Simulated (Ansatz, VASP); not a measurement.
## One calculation of Ni, two programs

```xyz
1
Lattice="2.4871 0.0000 0.0000 1.2435 2.1539 0.0000 1.2435 0.7180 2.0307" Properties=species:S:1:pos:R:3 pbc="T T T"
Ni    0.0000    0.0000    0.0000
```

Alike in both runs: functional PBE; k mesh 14 × 14 × 14; collinear spin.

Ansatz relaxed the structure, and its values are those at the end. VASP's run is a single point on that final structure, the one shown.

```csv
,VASP,Ansatz
version,VASP 6.6.1,Ansatz 0.2.0
potentials or method,"VASP PAW PBE potentials, release 64 (Ni)","plane waves, PAW"
plane-wave cutoff (eV),520,420
occupations,"methfessel-paxton of order 1, width 0.1 eV",cold
valence electrons in the cell,10,18
```

VASP gave:

| Quantity | Value |
| --- | --- |
| pressure (GPa) | -0.1 |
| net moment per atom (μB) | 0.58 |
| size of the moment on the site where the two differ most (μB) | 0.60 |

Problem. Estimate Ansatz's values.

Solution. Pressure (GPa): 0.0; net moment per atom (μB): 0.61; size of the moment on the site where the two differ most (μB): 0.65.

Site moments also hang on the region over which each program counts them. VASP's potentials hold 10 valence electrons a cell and Ansatz's 18, so a difference there can come from the potentials and not from the codes.
